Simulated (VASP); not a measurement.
Set up this calculation in VASP 6.6.1, as the native input.

- Task: G0W0 quasiparticle levels
- Functional: PBE
- Potentials or basis: VASP PAW PBE potentials, release 64 (Mg_GW, O_GW)
- Cutoff: 500 eV
- k mesh: 4 × 4 × 4
- Occupations: gaussian, width 0.01 eV
- Spin: no spin polarisation
- Dipole correction: no
- GW scheme: G0W0
- GW iterations: 1
- Cutoff of the response function: 80
- Frequency points: 48
- Empty bands: 60
- Further INCAR settings: ALGO = EVGW0; EDIFF = 1e-08; NBANDS = 64

Crystal: MgO.

```
Mg O
1.0
     0.00000    2.28201    2.28201
     2.28201    0.00000    2.28201
     2.28201    2.28201    0.00000
Mg O
1 1
Direct
  0.00000 0.00000 0.00000
  0.25000 0.25000 0.25000
```

The input as run:

POSCAR

```
MgO
1.0
    0.0000000000      2.2820056624      2.2820056624
    2.2820056624      0.0000000000      2.2820056624
    2.2820056624      2.2820056624      0.0000000000
Mg O
1 1
Direct
    0.0000000000      0.0000000000      0.0000000000
    0.2500000000      0.2500000000      0.2500000000
```

INCAR.step1

```
SYSTEM = MgO
ALGO     = Normal         ! electronic algorithm
EDIFF    = 1E-8           ! SCF threshold, eV
ENCUT    = 500            ! plane-wave cutoff, eV
GGA      = PE             ! functional
ISMEAR   = 0              ! smearing method
LASPH    = .TRUE.         ! aspherical terms in the spheres
LCHARG   = .FALSE.        ! write CHGCAR
LREAL    = .FALSE.        ! projectors in reciprocal space
LWAVE    = .TRUE.         ! write WAVECAR
NELM     = 80             ! most SCF steps
PREC     = Accurate       ! precision mode
SIGMA    = 0.01           ! smearing width, eV
```

INCAR.step2

```
SYSTEM = MgO
ALGO     = Exact          ! electronic algorithm
EDIFF    = 1E-8           ! SCF threshold, eV
ENCUT    = 500            ! plane-wave cutoff, eV
GGA      = PE             ! functional
ISMEAR   = 0              ! smearing method
ISTART   = 1            
LASPH    = .TRUE.         ! aspherical terms in the spheres
LCHARG   = .FALSE.        ! write CHGCAR
LOPTICS  = .TRUE.         ! frequency-dependent dielectric function
LREAL    = .FALSE.        ! projectors in reciprocal space
LWAVE    = .TRUE.         ! write WAVECAR
NBANDS   = 64             ! bands
NELM     = 1              ! most SCF steps
PREC     = Accurate       ! precision mode
SIGMA    = 0.01           ! smearing width, eV
```

INCAR.step3

```
SYSTEM = MgO
ALGO     = EVGW0          ! electronic algorithm
EDIFF    = 1E-8           ! SCF threshold, eV
ENCUT    = 500            ! plane-wave cutoff, eV
ENCUTGW  = 80.0           ! cutoff of the response function
GGA      = PE             ! functional
ISMEAR   = 0              ! smearing method
ISTART   = 1            
LASPH    = .TRUE.         ! aspherical terms in the spheres
LCHARG   = .FALSE.        ! write CHGCAR
LREAL    = .FALSE.        ! projectors in reciprocal space
LWAVE    = .FALSE.        ! write WAVECAR
NBANDS   = 64             ! bands
NBANDSGW = 12           
NELMGW   = 1            
NOMEGA   = 48             ! frequency points
PREC     = Accurate       ! precision mode
PRECFOCK = Fast         
SIGMA    = 0.01           ! smearing width, eV
```

KPOINTS

```
k-points
0
G
  4 4 4
  0 0 0
```

Potentials or basis: VASP PAW PBE potentials, release 64 (Mg_GW, O_GW).

Run with:

```bash
$ cat potpaw_PBE.64/Mg_GW/POTCAR potpaw_PBE.64/O_GW/POTCAR > POTCAR
$ cp INCAR.step1 INCAR
$ mpirun -np 1 vasp_std > vasp.out
$ cp INCAR.step2 INCAR
$ mpirun -np 1 vasp_std > vasp.out
$ cp INCAR.step3 INCAR
$ mpirun -np 1 vasp_std > vasp.out
```

It gave:

- Quasiparticle gap: 5.56 eV
- Least direct quasiparticle gap: 5.56 eV
- Band gap of the starting levels on the mesh: 3.64 eV
- Least direct gap of the starting levels on the mesh: 3.64 eV

Caveat: the k points lie up to 0.60 Å⁻¹ apart; bands, screening cutoff and mesh are small and nothing is extrapolated, so the quasiparticle values aren't converged.

Run time: 14 s on 1 thread of Intel(R) Xeon(R) 6975P-C (Granite Rapids), with other jobs on the host, peak memory 0.2 GiB.
